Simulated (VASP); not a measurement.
# MgF2 (P4_2/mnm) in VASP: settings compared

The runs below take MgF2 through single point, relaxation of shape and atoms at fixed volume, with PBE, LDA.

All numbers are computed with VASP 6.6.1; they aren't measurements. Logs are shortened: lines on timing, memory, paths and dates and some standing lists are left out, and cuts for length are marked.

### 1 The cell of the first run

It takes space group P4_2/mnm (No. 136, tetragonal). Conventional cell: a = 4.802 Å, b = 4.802 Å, c = 3.137 Å, α = 90.00°, β = 90.00°, γ = 90.00°. Mg (site symmetry mmm) has 6 F at 2.05 to 2.07 Å within 2.7 Å. F (site symmetry m2m) has 3 Mg at 2.05 to 2.07 Å and 1 F at 2.65 Å within 2.7 Å.

### 2 Single point, PBE (volume scaled by 1.06, then relaxed in part)

Input file INCAR:

```
PREC = Accurate
ENCUT = 600
EDIFF = 1E-6
ISMEAR = 0
SIGMA = 0.02
LREAL = False
LASPH = True
NELM = 120
ALGO = Normal
ISIF = 2
LWAVE = False
LCHARG = False
GGA = PE
NBANDS = 25
GGA_COMPAT = False
```

Input file KPOINTS:

```
regular mesh
0
Gamma
  6 6 8
```

Input file POSCAR:

```
MgF2
1.0
    4.8022332443      0.0000000000      0.0000000000
    0.0000000000      4.8022332443      0.0000000000
    0.0000000000      0.0000000000      3.1373330405
Mg F
2 4
Direct
    0.0000000000      0.0000000000      0.0000000000
    0.5000000000      0.5000000000      0.5000000000
    0.3051777084      0.3051777084      0.0000000000
    0.1948222916      0.8051777084      0.5000000000
    0.6948222916      0.6948222916      0.0000000000
    0.8051777084      0.1948222916      0.5000000000
```

Potentials or basis: VASP PAW PBE potentials, release 64 (Mg, F).

Run with:

```console
cat potpaw_PBE.64/Mg/POTCAR potpaw_PBE.64/F/POTCAR > POTCAR
mpirun -np 1 vasp_std > vasp.out
```

OUTCAR:

```text
PREC = Accurate
   ENCUT = 600
   EDIFF = 1E-6
   ISMEAR = 0
   LREAL = False
   LASPH = True
   NELM = 120
   ISIF = 2
   GGA = PE

 ion  position               nearest neighbor table
   1  0.000  0.000  0.000-   4 2.05   6 2.05   4 2.05   6 2.05   5 2.07   3 2.07
   2  0.500  0.500  0.500-   3 2.05   5 2.05   3 2.05   5 2.05   4 2.07   6 2.07
   3  0.305  0.305  0.000-   2 2.05   2 2.05   1 2.07
   4  0.195  0.805  0.500-   1 2.05   1 2.05   2 2.07
   5  0.695  0.695  0.000-   2 2.05   2 2.05   1 2.07
   6  0.805  0.195  0.500-   1 2.05   1 2.05   2 2.07

  LATTYP: Found a simple tetragonal cell.
 ALAT       =     4.8022332443
 C/A-ratio  =     0.6533070929

  Lattice vectors:

 A1 = (   4.8022332443,   0.0000000000,   0.0000000000)
 A2 = (   0.0000000000,   4.8022332443,   0.0000000000)
 A3 = (   0.0000000000,   0.0000000000,   3.1373330405)

Analysis of symmetry for initial positions (statically):
=====================================================================
 Subroutine PRICEL returns:
 Original cell was already a primitive cell.

 Routine SETGRP: Setting up the symmetry group for a
 simple tetragonal supercell.

 Subroutine GETGRP returns: Found 16 space group operations
 (whereof  8 operations were pure point group operations)
 out of a pool of 16 trial point group operations.

The static configuration has the point symmetry D_2h.
 The point group associated with its full space group is D_4h.

Analysis of symmetry for dynamics (positions and initial velocities):
=====================================================================
 Subroutine PRICEL returns:
 Original cell was already a primitive cell.

 Routine SETGRP: Setting up the symmetry group for a
 simple tetragonal supercell.

 Subroutine GETGRP returns: Found 16 space group operations
 (whereof  8 operations were pure point group operations)
 out of a pool of 16 trial point group operations.

The dynamic configuration has the point symmetry D_2h.
 The point group associated with its full space group is D_4h.

 Subroutine INISYM returns: Found 16 space group operations
 (whereof  8 operations are pure point group operations),
 and found     1 'primitive' translations

----------------------------------------------------------------------------------------

                                     Primitive cell

  volume of cell :      72.3514

  direct lattice vectors                    reciprocal lattice vectors
     4.802233244  0.000000000  0.000000000     0.208236449  0.000000000  0.000000000
     0.000000000  4.802233244  0.000000000     0.000000000  0.208236449  0.000000000
     0.000000000  0.000000000  3.137333041     0.000000000  0.000000000  0.318742061

  length of vectors
     4.802233244  4.802233244  3.137333041     0.208236449  0.208236449  0.318742061

  position of ions in fractional coordinates (direct lattice)
     0.000000000  0.000000000  0.000000000
     0.500000000  0.500000000  0.500000000
     0.305177708  0.305177708  0.000000000
     0.194822292  0.805177708  0.500000000
     0.694822292  0.694822292  0.000000000
     0.805177708  0.194822292  0.500000000

  ion indices of the primitive-cell ions
   primitive index   ion index
                 1           1
                 2           2
                 3           3
                 4           4
                 5           5
                 6           6

----------------------------------------------------------------------------------------

 KPOINTS: regular mesh

Automatic generation of k-mesh.
 Grid dimensions read from file:
 generate k-points for:    6    6    8

 Generating k-lattice:

  Cartesian coordinates                     Fractional coordinates (reciprocal lattice)
     0.034706075  0.000000000  0.000000000     0.166666667  0.000000000  0.000000000
     0.000000000  0.034706075  0.000000000     0.000000000  0.166666667  0.000000000
     0.000000000  0.000000000  0.039842758     0.000000000  0.000000000  0.125000000

  Length of vectors
     0.034706075  0.034706075  0.039842758

[... 44 lines left out ...]
 maximum number of plane-waves:      2464
 NGX is ok and might be reduce to    40
   NGX = 19   NGY = 19   NGZ = 13

 number of electron      31.9999999 magnetization

 Free energy of the ion-electron system (eV)
  ---------------------------------------------------
  ext. energy  EPLUGINS =         0.00000000
  ---------------------------------------------------
  free energy    TOTEN  =       -31.48004917 eV

  energy without entropy =      -31.48004917  energy(sigma->0) =      -31.48004917

 E-fermi :  -1.6254     XC(G=0):  -9.2402

 val. band max:       -1.8119452107   @ k =   0.0000   0.0000   0.0000
 cond. band min:       4.6233442755   @ k =   0.0000   0.0000   0.0000
 fundamental gap:      6.4352894862
 Fermi energy:        -1.6253977087

 k-point     1 :       0.0000    0.0000    0.0000
  band No.  band energies     occupation
      1     -22.2062      2.00000
      2     -21.5749      2.00000
      3     -21.5749      2.00000
      4     -21.5177      2.00000
      5      -5.5114      2.00000
      6      -3.9082      2.00000
[... 17 lines left out ...]
     24      15.3322      0.00000
     25      15.3322      0.00000

 k-point     2 :       0.1667    0.0000    0.0000
  band No.  band energies     occupation
      1     -22.1715      2.00000
      2     -21.6483      2.00000
      3     -21.5653      2.00000
      4     -21.4923      2.00000
      5      -5.4206      2.00000
      6      -4.0170      2.00000
[... 17 lines left out ...]
     24      15.1352      0.00000
     25      15.5603      0.00000

 k-point     3 :       0.3333    0.0000    0.0000
  band No.  band energies     occupation
      1     -22.0744      2.00000
      2     -21.7822      2.00000
      3     -21.5400      2.00000
      4     -21.4881      2.00000
      5      -5.1750      2.00000
      6      -4.4347      2.00000
[... 552 lines left out ...]
 k-point    23 :       0.3333    0.0000    0.2500
  band No.  band energies     occupation
      1     -21.9425      2.00000
      2     -21.7177      2.00000
      3     -21.5248      2.00000
      4     -21.5031      2.00000
      5      -4.9151      2.00000
      6      -4.3155      2.00000
[... 17 lines left out ...]
     24      14.0717      0.00000
     25      14.3413      0.00000

 k-point    24 :       0.5000    0.0000    0.2500
  band No.  band energies     occupation
      1     -21.8341      2.00000
      2     -21.8341      2.00000
      3     -21.5107      2.00000
      4     -21.5107      2.00000
      5      -4.6281      2.00000
      6      -4.6281      2.00000
[... 17 lines left out ...]
     24      13.3870      0.00000
     25      15.1328      0.00000

 [... further k-points ...]

------------------------ aborting loop because EDIFF is reached ----------------------------------------

  FORCE on cell =-STRESS in cart. coord.  units (eV):
  Direction    XX          YY          ZZ          XY          YZ          ZX
  --------------------------------------------------------------------------------------
  -------------------------------------------------------------------------------------
  Total       -2.4697522     -2.4697522     -2.5357261      0.0000000      0.0000000      0.0000000
  in kB      -54.6911235    -54.6911235    -56.1520744      0.0000000      0.0000000      0.0000000
  external PRESSURE =     -55.1781071 kB  Pullay stress =       0.0000000 kB

 VOLUME and BASIS-vectors are now :
 -----------------------------------------------------------------------------
  energy-cutoff  :      600.00
  volume of cell :       72.35
      direct lattice vectors                 reciprocal lattice vectors
     4.802233244  0.000000000  0.000000000     0.208236449  0.000000000  0.000000000
     0.000000000  4.802233244  0.000000000     0.000000000  0.208236449  0.000000000
     0.000000000  0.000000000  3.137333041     0.000000000  0.000000000  0.318742061

 POSITION                                       TOTAL-FORCE (eV/Angst)
 -----------------------------------------------------------------------------------
      0.00000      0.00000      0.00000         0.000000      0.000000     -0.000000
      2.40112      2.40112      1.56867         0.000000      0.000000     -0.000000
      1.46553      1.46553      0.00000         0.002617      0.002617      0.000000
      0.93558      3.86665      1.56867        -0.002617      0.002617      0.000000
      3.33670      3.33670      0.00000        -0.002617     -0.002617     -0.000000
      3.86665      0.93558      1.56867         0.002617     -0.002617     -0.000000
 -----------------------------------------------------------------------------------
    total drift:                                0.000000     -0.000000      0.000000

  FREE ENERGIE OF THE ION-ELECTRON SYSTEM (eV)
  ---------------------------------------------------
  free  energy   TOTEN  =       -31.4800491687 eV

  energy  without entropy=      -31.4800491687  energy(sigma->0) =      -31.48004917
```

It took 67 s on 1 thread of Intel Xeon Platinum 8488C (Sapphire Rapids), shared host; peak memory 0.25 GiB.

What came out:

| Item | Value |
| --- | --- |
| Free energy | -31.4800 eV |
| Pressure | -5.5 GPa |
| Largest force | 0.004 eV/Å |
| Band gap on the k mesh | 6.44 eV, direct |

Forces in eV/Å, atoms in the order of the input:
```
Mg   0.000  0.000  0.000
Mg   0.000  0.000  0.000
F    0.003  0.003  0.000
F   -0.003  0.003  0.000
F   -0.003 -0.003  0.000
F    0.003 -0.003  0.000
```

Caveat: the cell differs from its parent crystal (volume scaled by 1.06, then relaxed in part). A k mesh can miss the band edges.

### 3 Relaxation of shape and atoms at fixed volume, PBE (volume scaled by 0.94)

Input file INCAR:

```
PREC = Accurate
ENCUT = 600
EDIFF = 1E-7
ISMEAR = 0
SIGMA = 0.02
LREAL = False
LASPH = True
NELM = 120
ALGO = Normal
ISIF = 4
LWAVE = False
LCHARG = False
GGA = PE
IBRION = 2
NSW = 50
EDIFFG = -0.01
GGA_COMPAT = False
NELMIN = 4
```

KPOINTS is that of step 2.

Input file POSCAR:

```
MgF2
1.0
    4.5974740171      0.0000000000      0.0000000000
    0.0000000000      4.5974740171      0.0000000000
    0.0000000000      0.0000000000      3.0355021473
Mg F
2 4
Direct
    0.0000000000      0.0000000000      0.0000000000
    0.5000000000      0.5000000000      0.5000000000
    0.3029732649      0.3029732649      0.0000000000
    0.1970267351      0.8029732649      0.5000000000
    0.6970267351      0.6970267351      0.0000000000
    0.8029732649      0.1970267351      0.5000000000
```

Potentials or basis: VASP PAW PBE potentials, release 64 (Mg, F).

Run with:

```console
cat potpaw_PBE.64/Mg/POTCAR potpaw_PBE.64/F/POTCAR > POTCAR
mpirun -np 1 vasp_std > vasp.out
```

Wall time 86 s (1 thread of Intel Xeon Platinum 8488C (Sapphire Rapids), shared host); peak memory 0.23 GiB.

Results (log left out):

- Free energy: -31.4862 eV
- Energy gained by relaxing: 0.1 meV/atom
- Ionic steps: 3
- Pressure after relaxing: 5.4 GPa
- Band gap on the k mesh: 7.21 eV, direct

The path:
| step | energy change (eV) | largest force (eV/Å) | pressure (GPa) | volume (Å³) |
| --- | --- | --- | --- | --- |
| 1 | 0.0000 | 0.0452 | 5.51 | 64.16 |
| 2 | -0.0004 | 0.0140 | 5.46 | 64.16 |
| 3 | -0.0004 | 0.0014 | 5.44 | 64.16 |

Final structure:
```
Mg F
1.0
     4.59445    0.00000    0.00000
     0.00000    4.59445    0.00000
     0.00000    0.00000    3.03950
Mg F
2 4
Direct
  0.00000 0.00000 0.00000
  0.50000 0.50000 0.50000
  0.30248 0.30248 0.00000
  0.19752 0.80248 0.50000
  0.69752 0.69752 0.00000
  0.80248 0.19752 0.50000
```

Levels at points of the mesh, in eV from the valence-band top:
```
           k point  band 14  band 15  band 16  band 17  band 18  band 19
(0.00, 0.00, 0.00)    -0.32    -0.32     0.00     7.21    12.36    12.36
(0.50, 0.00, 0.00)    -0.99    -0.38    -0.38     9.64     9.64    13.62
(0.50, 0.50, 0.00)    -0.97    -0.79    -0.79    11.39    11.39    11.42
(0.00, 0.00, 0.50)    -1.19    -0.87    -0.87    11.98    11.98    15.08
(0.50, 0.00, 0.50)    -0.74    -0.68    -0.68    12.88    12.88    13.62
(0.50, 0.50, 0.50)    -0.62    -0.48    -0.48    13.43    13.43    13.48
```

Caveat: the cell differs from its parent crystal (volume scaled by 0.94).

### 4 Relaxation of shape and atoms at fixed volume, PBE (volume scaled by 0.97)

Input file INCAR:

```
SYSTEM = MgF2
ALGO = Normal ; EDIFF = 1E-7
EDIFFG = -0.01 ; ENCUT = 600
GGA = PE ; GGA_COMPAT = .FALSE.
IBRION = 2 ; ISIF = 4
ISMEAR = 0 ; LASPH = .TRUE.
LCHARG = .FALSE. ; LREAL = .FALSE.
LWAVE = .FALSE. ; NELM = 120
NELMIN = 4 ; NSW = 50
PREC = Accurate ; SIGMA = 0.02
```

Input file KPOINTS:

```
k-points
0
G
  6 6 8
  0 0 0
```

Input file POSCAR:

```
MgF2
1.0
    4.6501462049      0.0000000000      0.0000000000
    0.0000000000      4.6501462049      0.0000000000
    0.0000000000      0.0000000000      3.0618208533
Mg F
2 4
Direct
    0.0000000000      0.0000000000      0.0000000000
    0.5000000000      0.5000000000      0.5000000000
    0.3035644550      0.3035644550      0.0000000000
    0.1964355450      0.8035644550      0.5000000000
    0.6964355450      0.6964355450      0.0000000000
    0.8035644550      0.1964355450      0.5000000000
```

Run with:

```console
cat potpaw_PBE.64/Mg/POTCAR potpaw_PBE.64/F/POTCAR > POTCAR
mpirun -np 1 vasp_std > vasp.out
```

It took 97 s on 1 thread of Intel Xeon Platinum 8488C (Sapphire Rapids), shared host; peak memory 0.23 GiB.

It converged, with:

```yaml
Free_energy: -31.5401 eV
Energy_gained_by_relaxing: 0.1 meV/atom
Ionic_steps: 3
Pressure_after_relaxing: 2.0 GPa
Band_gap_on_the_k_mesh: 7.00 eV, direct
```

Step by step:
```
step  energy change (eV)  largest force (eV/Å)  pressure (GPa)  volume (Å³)
   1              0.0000                0.0466            2.05        66.21
   2             -0.0004                0.0193            2.00        66.21
   3             -0.0005                0.0010            1.96        66.21
```

Final structure:
```
Mg F
1.0
     4.64685    0.00000    0.00000
     0.00000    4.64685    0.00000
     0.00000    0.00000    3.06617
Mg F
2 4
Direct
  0.00000 0.00000 0.00000
  0.50000 0.50000 0.50000
  0.30297 0.30297 0.00000
  0.19703 0.80297 0.50000
  0.69703 0.69703 0.00000
  0.80297 0.19703 0.50000
```

Levels at points of the mesh, in eV from the valence-band top:
| k point | band 13 | band 14 | band 15 | band 16 | band 17 | band 18 | band 19 | band 20 |
| --- | --- | --- | --- | --- | --- | --- | --- | --- |
| (0.00, 0.00, 0.00) | -0.72 | -0.32 | -0.32 | 0.00 | 7.00 | 12.15 | 12.15 | 13.64 |
| (0.50, 0.00, 0.00) | -0.97 | -0.97 | -0.37 | -0.37 | 9.39 | 9.39 | 13.40 | 13.40 |
| (0.50, 0.50, 0.00) | -0.94 | -0.94 | -0.76 | -0.76 | 11.06 | 11.06 | 11.20 | 11.20 |
| (0.00, 0.00, 0.50) | -1.12 | -1.12 | -0.84 | -0.84 | 11.72 | 11.72 | 14.87 | 14.87 |
| (0.50, 0.00, 0.50) | -0.72 | -0.72 | -0.65 | -0.65 | 12.64 | 12.64 | 13.31 | 13.31 |
| (0.50, 0.50, 0.50) | -0.59 | -0.59 | -0.47 | -0.47 | 13.14 | 13.14 | 13.25 | 13.25 |

Caveat: the cell differs from its parent crystal (volume scaled by 0.97).

### 5 Single point, LDA

This run uses another cell than the first one, of 11.38 Å³/atom, 0.943 times its volume.

Input file INCAR:

```
SYSTEM = MgF2
PREC = Accurate
ENCUT = 600
EDIFF = 1E-6
ISMEAR = 0
SIGMA = 0.02
LREAL = .False.
LASPH = .True.
NELM = 120
ALGO = Normal
ISIF = 2
LWAVE = .False.
LCHARG = .True.
LELF = .True.
LVHAR = .True.
NBANDS = 25
GGA_COMPAT = .False.
```

Input file KPOINTS:

```
regular mesh
0
Gamma
  6 6 8
  0 0 0
```

Input file POSCAR:

```
MgF2
1.0
    4.6975999886      0.0000000000      0.0000000000
    0.0000000000      4.6975999886      0.0000000000
    0.0000000000      0.0000000000      3.0930660367
Mg F
2 4
Direct
    0.0000000000      0.0000000000      0.0000000000
    0.5000000000      0.5000000000      0.5000000000
    0.3035644572      0.3035644572      0.0000000000
    0.1964355428      0.8035644572      0.5000000000
    0.6964355428      0.6964355428      0.0000000000
    0.8035644572      0.1964355428      0.5000000000
```

Potentials or basis: VASP PAW LDA potentials, release 64 (Mg, F).

Run with:

```console
cat potpaw_LDA.64/Mg/POTCAR potpaw_LDA.64/F/POTCAR > POTCAR
mpirun -np 1 vasp_std > vasp.out
```

It took 66 s on 1 thread of Intel Xeon Platinum 8259CL at 2.50GHz (Skylake/Cascade Lake), shared host; peak memory 0.22 GiB.

It converged, with:

```
Free energy            : -34.8821 eV
Pressure               : -10.1 GPa
Largest force          : 0.072 eV/Å
Band gap on the k mesh : 6.46 eV, direct
```

Forces on the atoms (eV/Å):
```
Mg   0.000  0.000  0.000
Mg   0.000  0.000  0.000
F    0.051  0.051  0.000
F   -0.051  0.051  0.000
F   -0.051 -0.051  0.000
F    0.051 -0.051  0.000
```

Stress tensor (GPa, compression positive):
```
 -9.94   0.00   0.00
  0.00  -9.94   0.00
  0.00   0.00 -10.46
```

Levels at points of the mesh, in eV from the valence-band top:
```csv
k point,band 13,band 14,band 15,band 16,band 17,band 18,band 19,band 20
"(0.00, 0.00, 0.00)",-0.74,-0.32,-0.32,0.00,6.46,11.54,11.54,12.98
"(0.50, 0.00, 0.00)",-0.97,-0.97,-0.37,-0.37,8.82,8.82,12.75,12.75
"(0.50, 0.50, 0.00)",-0.94,-0.94,-0.74,-0.74,10.41,10.41,10.62,10.62
"(0.00, 0.00, 0.50)",-1.10,-1.10,-0.83,-0.83,11.11,11.11,14.22,14.22
"(0.50, 0.00, 0.50)",-0.72,-0.72,-0.64,-0.64,12.02,12.02,12.63,12.63
"(0.50, 0.50, 0.50)",-0.58,-0.58,-0.48,-0.48,12.43,12.43,12.65,12.65
```

A k mesh can miss the band edges. LDA gaps usually lie below the measured ones, often by a third to a half.

### 6 Overview

| task | level | potentials or basis | cell | gap on the mesh (eV) | pressure (GPa) |
| --- | --- | --- | --- | --- | --- |
| single point | PBE | VASP PAW PBE potentials, release 64 (Mg, F) | a = 4.802, b = 4.802, c = 3.137 Å, 6 atoms | 6.44 | -5.5 |
| relaxation of shape and atoms at fixed volume | PBE | VASP PAW PBE potentials, release 64 (Mg, F) | relaxed from a = 4.597, b = 4.597, c = 3.036 Å, 6 atoms | 7.21 | 5.4 |
| relaxation of shape and atoms at fixed volume | PBE | VASP PAW PBE potentials, release 64 (Mg, F) | relaxed from a = 4.650, b = 4.650, c = 3.062 Å, 6 atoms | 7.00 | 2.0 |
| single point | LDA | VASP PAW LDA potentials, release 64 (Mg, F) | a = 4.698, b = 4.698, c = 3.093 Å, 6 atoms | 6.46 | -10.1 |

Alike in all rows: no spin polarisation; k mesh 6 × 6 × 8; cutoff (eV) 600; smearing gaussian 0.02 eV.

Absolute energies hang on the potentials; compare differences alone.
